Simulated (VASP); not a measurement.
## YTl: electric field gradients with LDA

The system is YTl.

```
Y Tl
1.0
     3.73845    0.00000    0.00000
     0.00000    3.73845    0.00000
     0.00000    0.00000    3.73845
Y Tl
1 1
Cartesian
  1.8692 1.8692 1.8692
  0.0000 0.0000 0.0000
```

| Property | Result |
| --- | --- |
| Program | VASP 6.6.1 |
| Task | electric field gradients |
| Functional | LDA |
| Potentials or basis | VASP PAW LDA potentials, release 64 (Y_sv, Tl_d) |
| Cutoff | 520 eV |
| k mesh | 11 × 11 × 11 |
| Occupations | fermi-dirac, width 0.08 eV |
| Spin | no spin polarisation |
| Dipole correction | no |
| Further INCAR settings | ALGO = Normal; EDIFF = 1e-08; NBANDS = 19 |

The pressure is -2.4 GPa. The band gap on the k mesh is zero (bands 12 and 13 overlap by 2.20 eV) and the largest electric field gradient by atom is zero within the noise of the run.

Levels at points of the mesh, in eV from the Fermi level:
```csv
k point,band 10,band 11,band 12,band 13,band 14,band 15
"(0.00, 0.00, 0.00)",-9.11,-0.15,-0.15,3.10,3.10,3.10
```

Run time: 25 s on 1 thread of AMD EPYC 9R45 96-Core Processor (Zen 5), on a shared host, peak memory 0.16 GiB.

Caveat: spin-orbit coupling is left out, which moves the levels of the heavy elements.
